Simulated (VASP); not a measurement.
Here is a VASP 6.6.1 calculation.

Contents of INCAR:

```
SYSTEM = BaZrO3
ALGO = Normal ; EDIFF = 1E-6
ENCUT = 520 ; GGA = CA
ISIF = 2 ; ISMEAR = -1
LASPH = .TRUE. ; LCHARG = .FALSE.
LREAL = .FALSE. ; LWAVE = .FALSE.
NBANDS = 28 ; NELM = 100
PREC = Accurate ; SIGMA = 0.05
```

KPOINTS

```
k-points
0
G
  8 8 8
  0 0 0
```

File POSCAR:

```
BaZrO3
1.0
    4.1473627051      0.0000000000      0.0000000000
    0.0000000000      4.1473627051      0.0000000000
    0.0000000000      0.0000000000      4.1473627051
Ba Zr O
1 1 3
Direct
    0.0000000000      0.0000000000      0.0000000000
    0.5000000000      0.5000000000      0.5000000000
    0.0000000000      0.5000000000      0.5000000000
    0.5000000000      0.0000000000      0.5000000000
    0.5000000000      0.5000000000      0.0000000000
```

Potentials or basis: VASP PAW LDA potentials, release 64 (Ba_sv, Zr_sv, O).

Run with:

```sh
$ cat potpaw_LDA.64/Ba_sv/POTCAR potpaw_LDA.64/Zr_sv/POTCAR potpaw_LDA.64/O/POTCAR > POTCAR
$ mpirun -np 1 vasp_std > vasp.out
```

Question: Estimate the band gap on the k mesh.

Answer: 3.13 eV (least direct gap 3.31 eV).

Question: Predict the pressure.

Answer: 1.5 GPa.

Caveat: spin-orbit coupling is left out, which moves the levels of the heavy elements. A k mesh can miss the band edges.
